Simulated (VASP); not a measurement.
# Co3Sn2 (P-6m2) in VASP: notebook

Co3Sn2 is run at these levels: PBEsol; tasks: single point.

Everything below comes from runs of VASP 6.6.1. Logs are shortened: lines on timing, memory, paths and dates and some standing lists are left out, and cuts for length are marked.

### 1 The cell of the first run

It takes space group P-6m2 (No. 187, hexagonal). Conventional cell: a = 4.163 Å, b = 4.163 Å, c = 4.993 Å, α = 90.00°, β = 90.00°, γ = 120.00°. Within 3.2 Å of Co (site symmetry 3m) lie 5 Co at 2.46 to 2.72 Å and 6 Sn at 2.70 to 2.72 Å. Co (site symmetry -6m2) has 5 Sn at 2.40 to 2.50 Å and 6 Co at 2.72 Å within 3.2 Å. Within 3.3 Å of Sn (site symmetry -6m2) lie 8 Co at 2.50 to 2.70 Å. Within 3.2 Å of Sn (site symmetry -6m2) lie 9 Co at 2.40 to 2.72 Å.

### 2 Single point, PBEsol, collinear spin, ferromagnetic start

Contents of INCAR:

```
PREC     = Accurate       # precision mode
ENCUT    = 520            # plane-wave cutoff, eV
EDIFF    = 1E-6           # SCF threshold, eV
ISMEAR   = 0              # smearing method
SIGMA    = 0.1            # smearing width, eV
LREAL    = F              # projectors in reciprocal space
LASPH    = T              # aspherical terms in the spheres
NELM     = 150            # most SCF steps
ALGO     = Fast           # electronic algorithm
ISIF     = 2              # what is computed and relaxed
LWAVE    = F              # write WAVECAR
LCHARG   = F              # write CHGCAR
ISPIN    = 2              # spin polarisation
MAGMOM   = 1.25 1.25 0.55 0 0 # initial moments
LORBIT   = 11             # projections on sites
LMAXMIX  = 4              # l up to which the mixer works
GGA      = PS             # functional
NBANDS   = 40             # bands
```

Contents of KPOINTS:

```
regular mesh
0
Gamma
  12 12 8
```

Contents of POSCAR:

```
Co3Sn2
1.0
    4.1631464461      0.0000000000      0.0000000000
   -2.0815732231      3.6053905820      0.0000000000
    0.0000000000      0.0000000000      4.9931237824
Co Sn
3 2
Direct
    0.0000000000      0.0000000000      0.7461018316
    0.0000000000      0.0000000000      0.2538981684
    0.6666666667      0.3333333333      0.0000000000
    0.6666666667      0.3333333333      0.5000000000
    0.3333333333      0.6666666667      0.0000000000
```

Potentials or basis: VASP PAW PBE potentials, release 64 (Co, Sn_d).

Launch:

```bash
$ cat potpaw_PBE.64/Co/POTCAR potpaw_PBE.64/Sn_d/POTCAR > POTCAR
$ mpirun -np 1 vasp_std > vasp.out
```

OUTCAR:

```text
PREC = Accurate
   ENCUT = 520
   EDIFF = 1E-6
   ISMEAR = 0
   LREAL = F
   LASPH = T
   NELM = 150
   ISIF = 2
   ISPIN = 2
   LORBIT = 11
   GGA = PS

 ion  position               nearest neighbor table
   1  0.000  0.000  0.746-   2 2.46   2 2.54   4 2.70   4 2.70   4 2.70   5 2.72   3 2.72   3 2.72
                             5 2.72   5 2.72   3 2.72
   2  0.000  0.000  0.254-   1 2.46   1 2.54   4 2.70   4 2.70   4 2.70   3 2.72   5 2.72   3 2.72
                             5 2.72   5 2.72   3 2.72
   3  0.667  0.333  0.000-   5 2.40   5 2.40   5 2.40   4 2.50   4 2.50   1 2.72   2 2.72   1 2.72
                             2 2.72   1 2.72   2 2.72
   4  0.667  0.333  0.500-   3 2.50   3 2.50   1 2.70   2 2.70   1 2.70   2 2.70   1 2.70   2 2.70
                             5 3.47   5 3.47   5 3.47   5 3.47   5 3.47   5 3.47
   5  0.333  0.667  0.000-   3 2.40   3 2.40   3 2.40   1 2.72   2 2.72   2 2.72   1 2.72   2 2.72
                             1 2.72   4 3.47   4 3.47   4 3.47   4 3.47   4 3.47   4 3.47

  LATTYP: Found a hexagonal cell.
 ALAT       =     4.1631464461
 C/A-ratio  =     1.1993629931

  Lattice vectors:

 A1 = (   4.1631464461,   0.0000000000,   0.0000000000)
 A2 = (  -2.0815732231,   3.6053905820,   0.0000000000)
 A3 = (   0.0000000000,   0.0000000000,   4.9931237824)

Analysis of symmetry for initial positions (statically):
=====================================================================
 Subroutine PRICEL returns:
 Original cell was already a primitive cell.

 Routine SETGRP: Setting up the symmetry group for a
 hexagonal supercell.

 Subroutine GETGRP returns: Found 12 space group operations
 (whereof 12 operations were pure point group operations)
 out of a pool of 24 trial point group operations.

The static configuration has the point symmetry D_3h.

Analysis of symmetry for dynamics (positions and initial velocities):
=====================================================================
 Subroutine PRICEL returns:
 Original cell was already a primitive cell.

 Routine SETGRP: Setting up the symmetry group for a
 hexagonal supercell.

 Subroutine GETGRP returns: Found 12 space group operations
 (whereof 12 operations were pure point group operations)
 out of a pool of 24 trial point group operations.

The dynamic configuration has the point symmetry D_3h.

Analysis of structural, dynamic, and magnetic symmetry:
=====================================================================
 Subroutine PRICEL returns:
 Original cell was already a primitive cell.

 Routine SETGRP: Setting up the symmetry group for a
 hexagonal supercell.

 Subroutine GETGRP returns: Found 12 space group operations
 (whereof 12 operations were pure point group operations)
 out of a pool of 24 trial point group operations.

The overall configuration has the point symmetry D_3h.

 Subroutine INISYM returns: Found 12 space group operations
 (whereof 12 operations are pure point group operations),
 and found     1 'primitive' translations

----------------------------------------------------------------------------------------

                                     Primitive cell

  volume of cell :      74.9456

  direct lattice vectors                    reciprocal lattice vectors
     4.163146446  0.000000000  0.000000000     0.240202936  0.138681230  0.000000000
    -2.081573223  3.605390582  0.000000000     0.000000000  0.277362460  0.000000000
     0.000000000  0.000000000  4.993123782     0.000000000  0.000000000  0.200275427

  length of vectors
     4.163146446  4.163146446  4.993123782     0.277362460  0.277362460  0.200275427

  position of ions in fractional coordinates (direct lattice)
     0.000000000  0.000000000  0.746101832
     0.000000000  0.000000000  0.253898168
     0.666666667  0.333333333  0.000000000
     0.666666667  0.333333333  0.500000000
     0.333333333  0.666666667  0.000000000

  ion indices of the primitive-cell ions
   primitive index   ion index
                 1           1
                 2           2
                 3           3
                 4           4
                 5           5

----------------------------------------------------------------------------------------

 KPOINTS: regular mesh

Automatic generation of k-mesh.
 Grid dimensions read from file:
 generate k-points for:   12   12    8

 Generating k-lattice:

  Cartesian coordinates                     Fractional coordinates (reciprocal lattice)
     0.020016911  0.011556769  0.000000000     0.083333333  0.000000000  0.000000000
     0.000000000  0.023113538  0.000000000     0.000000000  0.083333333  0.000000000
     0.000000000  0.000000000  0.025034428     0.000000000  0.000000000  0.125000000

  Length of vectors
     0.023113538  0.023113538  0.025034428

  Shift w.r.t. Gamma in fractional coordinates (k-lattice)
     0.000000000  0.000000000  0.000000000

 Subroutine IBZKPT returns following result:
 ===========================================

 Found     95 irreducible k-points:

 Following reciprocal coordinates:
            Coordinates               Weight
  0.000000  0.000000  0.000000      1.000000
  0.083333  0.000000  0.000000      6.000000
  0.166667  0.000000  0.000000      6.000000
  0.250000  0.000000  0.000000      6.000000
  0.333333  0.000000  0.000000      6.000000
  0.416667  0.000000  0.000000      6.000000
[... 16 lines left out ...]
  0.250000  0.000000  0.125000     12.000000
  0.333333  0.000000  0.125000     12.000000
 [... further k-points ...]
   k-points           NKPTS =     95   k-points in BZ     NKDIM =     95   number of bands    NBANDS=     40
   number of dos      NEDOS =    301   number of ions     NIONS =      5
   total plane-waves  NPLWV =  40960
   dimension x,y,z NGX =    32 NGY =   32 NGZ =   40
   dimension x,y,z NGXF=    64 NGYF=   64 NGZF=   80
   ions per type =               3   2
   NGX,Y,Z   is equivalent  to a cutoff of  12.78, 12.78, 13.32 a.u.
   NGXF,Y,Z  is equivalent  to a cutoff of  25.56, 25.56, 26.64 a.u.
 SYSTEM =  unknown system
   PREC   = accura    normal or accurate (medium, high low for compatibility)
   ISTART =      0    job   : 0-new  1-cont  2-samecut
   ICHARG =      2    charge: 1-file 2-atom 10-const
   ISPIN  =      2    spin polarized calculation?
   LNONCOLLINEAR =      F non collinear calculations
   LSORBIT =      F    spin-orbit coupling
   LASPH  =      T    aspherical Exc in radial PAW
   ENCUT  =  520.0 eV  38.22 Ry    6.18 a.u.   7.74  7.74  9.28*2*pi/ulx,y,z
   NELM   =    150;   NELMIN=  2; NELMDL= -5     # of ELM steps
   EDIFF  = 0.1E-05   stopping-criterion for ELM
   LREAL  =      F    real-space projection
   EDIFFG = 0.1E-04   stopping-criterion for IOM
   NSW    =      0    number of steps for IOM
   IBRION =     -1    ionic relax: 0-MD 1-quasi-New 2-CG
   NFREE  =      0    steps in history (QN), initial steepest desc. (CG)
   ISIF   =      2    stress and relaxation
   ISYM   =      2    0-nonsym 1-usesym 2-fastsym
   POTIM  = 0.5000    time-step for ionic-motion
   TEBEG  =    0.0;   TEEND  =   0.0 temperature during run
   PSTRESS=    0.0 pullay stress
   NELECT =      55.0000    total number of electrons
   NUPDOWN=      -1.0000    fix difference up-down
   EMIN   =  10.00;   EMAX   =-10.00  energy-range for DOS
   EFERMI =   0.00;   METHOD = LEGACY
   ISMEAR =     0;   SIGMA  =   0.10  broadening in eV -4-tet -1-fermi 0-gaus
   EFERMI_NEDOS =   21; number of points for ismear=-14 and -15
   IALGO  =     68    algorithm
   IMIX   =      4    mixing-type and parameters
     AMIX     =   0.40;   BMIX     =  1.00
     AMIX_MAG =   1.60;   BMIX_MAG =  1.00
  volume/ion in A,a.u.               =      14.99       101.15
  Fermi-wavevector in a.u.,A,eV,Ry     =   1.476659  2.790481 29.667809  2.180522
  Thomas-Fermi vector in A             =   2.591159
   LORBIT       =     11    0 simple, 1 ext, 2 COOP (PROOUT), +10 PAW based schemes
   GGA     = PS    functional components
   LHFCALC =     F    Hartree Fock is set to
   AEXX    =    0.0000 exact exchange contribution
   IVDW    =     0    specifies the selected vdW correction
   LEPSILON=     F    determine dielectric tensor
   LRPA    =     F    only Hartree local field effects (RPA)
 spin polarized calculation
 RMM-DIIS sequential band-by-band and
 Gauss-broadening in eV      SIGMA  =   0.10
  energy-cutoff  :      520.00
  volume of cell :       74.95
 maximum number of plane-waves:      2036
 NGX is ok and might be reduce to    32
   NGX = 15   NGY = 15   NGZ = 19

 number of electron      54.9999994 magnetization       2.2908791

 Free energy of the ion-electron system (eV)
  ---------------------------------------------------
  ext. energy  EPLUGINS =         0.00000000
  ---------------------------------------------------
  free energy    TOTEN  =       -31.67505429 eV

  energy without entropy =      -31.65018500  energy(sigma->0) =      -31.66261964

 E-fermi :  10.2665     XC(G=0): -12.4477

 val. band max:       10.2536865924   @ k =   0.0833   0.0833   0.3750
 cond. band min:      10.2782853247   @ k =   0.3333   0.1667   0.1250
 fundamental gap:      0.0245987323
 Fermi energy:        10.2664833174

 spin component 1

 k-point     1 :       0.0000    0.0000    0.0000
  band No.  band energies     occupation
      1     -10.8263      1.00000
      2     -10.7788      1.00000
      3     -10.7788      1.00000
      4     -10.7140      1.00000
      5     -10.7140      1.00000
      6     -10.6444      1.00000
[... 31 lines left out ...]
     38      18.7079      0.00000
     39      18.7079      0.00000

 k-point     2 :       0.0833    0.0000    0.0000
  band No.  band energies     occupation
      1     -10.8252      1.00000
      2     -10.7797      1.00000
      3     -10.7783      1.00000
      4     -10.7164      1.00000
      5     -10.7132      1.00000
      6     -10.6427      1.00000
[... 916 lines left out ...]
 k-point    24 :       0.3333    0.0000    0.1250
  band No.  band energies     occupation
      1     -10.8134      1.00000
      2     -10.7850      1.00000
      3     -10.7766      1.00000
      4     -10.7371      1.00000
      5     -10.7057      1.00000
      6     -10.6270      1.00000
[... 31 lines left out ...]
     38      19.2602      0.00000
     39      19.3633      0.00000

 [... further k-points ...]

 spin component 2

 k-point     1 :       0.0000    0.0000    0.0000
  band No.  band energies     occupation
      1     -10.8355      1.00000
      2     -10.7888      1.00000
      3     -10.7888      1.00000
      4     -10.7235      1.00000
      5     -10.7235      1.00000
      6     -10.6539      1.00000
[... 31 lines left out ...]
     38      18.8179      0.00000
     39      18.8179      0.00000

 k-point     2 :       0.0833    0.0000    0.0000
  band No.  band energies     occupation
      1     -10.8345      1.00000
      2     -10.7896      1.00000
      3     -10.7882      1.00000
      4     -10.7260      1.00000
      5     -10.7227      1.00000
      6     -10.6522      1.00000
[... 916 lines left out ...]
 k-point    24 :       0.3333    0.0000    0.1250
  band No.  band energies     occupation
      1     -10.8227      1.00000
      2     -10.7950      1.00000
      3     -10.7866      1.00000
      4     -10.7465      1.00000
      5     -10.7151      1.00000
      6     -10.6365      1.00000
[... 31 lines left out ...]
     38      19.3301      0.00000
     39      19.5017      0.00000

 [... further k-points ...]

 [bands above 39 left out]

------------------------ aborting loop because EDIFF is reached ----------------------------------------

  FORCE on cell =-STRESS in cart. coord.  units (eV):
  Direction    XX          YY          ZZ          XY          YZ          ZX
  --------------------------------------------------------------------------------------
  -------------------------------------------------------------------------------------
  Total       -0.0634549     -0.0634549     -0.0233158      0.0000000      0.0000000     -0.0000000
  in kB       -1.3565300     -1.3565300     -0.4984421      0.0000000      0.0000000     -0.0000000
  external PRESSURE =      -1.0705007 kB  Pullay stress =       0.0000000 kB

 VOLUME and BASIS-vectors are now :
 -----------------------------------------------------------------------------
  energy-cutoff  :      520.00
  volume of cell :       74.95
      direct lattice vectors                 reciprocal lattice vectors
     4.163146446  0.000000000  0.000000000     0.240202936  0.138681230  0.000000000
    -2.081573223  3.605390582  0.000000000     0.000000000  0.277362460  0.000000000
     0.000000000  0.000000000  4.993123782     0.000000000  0.000000000  0.200275427

 POSITION                                       TOTAL-FORCE (eV/Angst)
 -----------------------------------------------------------------------------------
      0.00000      0.00000      3.72538         0.000000     -0.000000     -0.003082
      0.00000      0.00000      1.26774         0.000000     -0.000000      0.003082
      2.08157      1.20180      0.00000         0.000000     -0.000000      0.000000
      2.08157      1.20180      2.49656         0.000000     -0.000000      0.000000
     -0.00000      2.40359      0.00000        -0.000000      0.000000      0.000000
 -----------------------------------------------------------------------------------
    total drift:                               -0.000004      0.000002     -0.000000

  FREE ENERGIE OF THE ION-ELECTRON SYSTEM (eV)
  ---------------------------------------------------
  free  energy   TOTEN  =       -31.6750542889 eV

  energy  without entropy=      -31.6501849999  energy(sigma->0) =      -31.66261964

 total charge

# of ion       s       p       d       tot
------------------------------------------
    1        0.402   0.438   7.365   8.205
    2        0.402   0.438   7.365   8.205
    3        0.442   0.541   7.559   8.542
    4        1.105   1.259  10.074  12.438
    5        1.131   1.338  10.110  12.578
--------------------------------------------------
tot          3.482   4.015  42.472  49.969

 magnetization (x)

# of ion       s       p       d       tot
------------------------------------------
    1        0.004  -0.004   1.003   1.004
    2        0.004  -0.004   1.003   1.004
    3       -0.001  -0.013   0.442   0.428
    4       -0.004  -0.037  -0.009  -0.050
    5       -0.004  -0.038  -0.005  -0.047
--------------------------------------------------
tot         -0.000  -0.096   2.435   2.338
```

It took 13 min on 1 thread of Oxide Virtual Turin-like, shared host; peak memory 0.48 GiB.

Results:

```yaml
Free_energy: -31.6751 eV
Pressure: -0.1 GPa
Largest_force: 0.003 eV/Å
Net_moment: 2.29 μB per cell
Site_moments: Co +1.00, +0.43 (each value once); Sn -0.05 μB
Valence_electrons_inside_the_program's_atomic_spheres: Co 8.21, 8.54 (each value once); Sn 12.44, 12.58
```

Forces on the atoms (eV/Å):
```
Co   0.000  0.000 -0.003
Co   0.000  0.000  0.003
Co   0.000  0.000  0.000
Sn   0.000  0.000  0.000
Sn   0.000  0.000  0.000
```

Stress tensor (GPa, compression positive):
```
-0.14  0.00  0.00
 0.00 -0.14  0.00
 0.00  0.00 -0.05
```

Caveat: the PAW data sets were made with another functional, which shifts forces and pressure a little; spin-orbit coupling is left out, which moves the levels of the heavy elements.

### 3 Single point, PBEsol, collinear spin, ferromagnetic start

This run uses another cell than the first one, of 15.65 Å³/atom.

Contents of INCAR:

```
ALGO = Fast
EDIFF = 1E-6
ENCUT = 520
GGA = PS
ISIF = 2
ISMEAR = 0
ISPIN = 2
LASPH = T
LCHARG = F
LMAXMIX = 4
LORBIT = 11
LREAL = F
LWAVE = F
MAGMOM = 1.25 1.25 0.55 0 0
NBANDS = 40
NELM = 150
PREC = Accurate
SIGMA = 0.1
```

Contents of KPOINTS:

```
k-points
0
Gamma
  12 12 8
```

Contents of POSCAR:

```
Co3Sn2
1.0
    4.2229921449      0.0000000000      0.0000000000
   -2.1114960725      3.6572184775      0.0000000000
    0.0000000000      0.0000000000      5.0668540000
Co Sn
3 2
Direct
    0.0000000000      0.0000000000      0.7463570000
    0.0000000000      0.0000000000      0.2536430000
    0.6666666667      0.3333333333      0.0000000000
    0.6666666667      0.3333333333      0.5000000000
    0.3333333333      0.6666666667      0.0000000000
```

Potentials or basis: VASP PAW PBE potentials, release 64 (Co, Sn_d).

Launch:

```bash
$ cat potpaw_PBE.64/Co/POTCAR potpaw_PBE.64/Sn_d/POTCAR > POTCAR
$ mpirun -np 1 vasp_std > vasp.out
```

It took 17 min on 1 thread of Oxide Virtual Turin-like, shared host; peak memory 0.49 GiB.

It converged, with:

* Free energy: -31.6104 eV
* Pressure: -6.0 GPa
* Largest force: 0.004 eV/Å
* Net moment: 2.54 μB per cell
* Site moments: Co +1.11, +0.49 (each value once); Sn -0.05 μB
* Valence electrons inside the program's atomic spheres: Co 8.13, 8.45 (each value once); Sn 12.38, 12.51

Forces in eV/Å, atoms in the order of the input:
```
Co   0.000  0.000  0.004
Co   0.000  0.000 -0.004
Co   0.000  0.000  0.000
Sn   0.000  0.000  0.000
Sn   0.000  0.000  0.000
```

Stress tensor (GPa, compression positive):
```
-5.92  0.00  0.00
 0.00 -5.92  0.00
 0.00  0.00 -6.07
```

Levels at points of the mesh, in eV from the Fermi level:
Spin up:
```
           k point  band 26  band 27  band 28  band 29  band 30  band 31  band 32  band 33
(0.00, 0.00, 0.00)    -0.65    -0.43     0.45     2.13     2.13     3.23     3.50     3.50
(0.50, 0.00, 0.00)    -0.97    -0.93    -0.90    -0.69    -0.23     1.26     2.47     3.55
(0.00, 0.00, 0.50)    -0.80    -0.80     1.92     3.05     3.41     3.41     3.70     3.70
(0.50, 0.00, 0.50)    -1.04    -0.96    -0.71    -0.50     0.61     1.85     2.51     3.26
```
Spin down:
| k point | band 25 | band 26 | band 27 | band 28 | band 29 | band 30 |
| --- | --- | --- | --- | --- | --- | --- |
| (0.00, 0.00, 0.00) | -0.06 | 0.49 | 0.49 | 1.36 | 2.39 | 2.39 |
| (0.50, 0.00, 0.00) | -0.27 | -0.23 | -0.15 | 0.26 | 0.43 | 0.53 |
| (0.00, 0.00, 0.50) | -0.01 | 0.01 | 0.01 | 1.95 | 3.15 | 3.67 |
| (0.50, 0.00, 0.50) | -0.35 | -0.27 | -0.11 | 0.22 | 0.25 | 1.35 |

Caveat: the cell stands under tension; the PAW data sets were made with another functional, which shifts forces and pressure a little; spin-orbit coupling is left out, which moves the levels of the heavy elements.
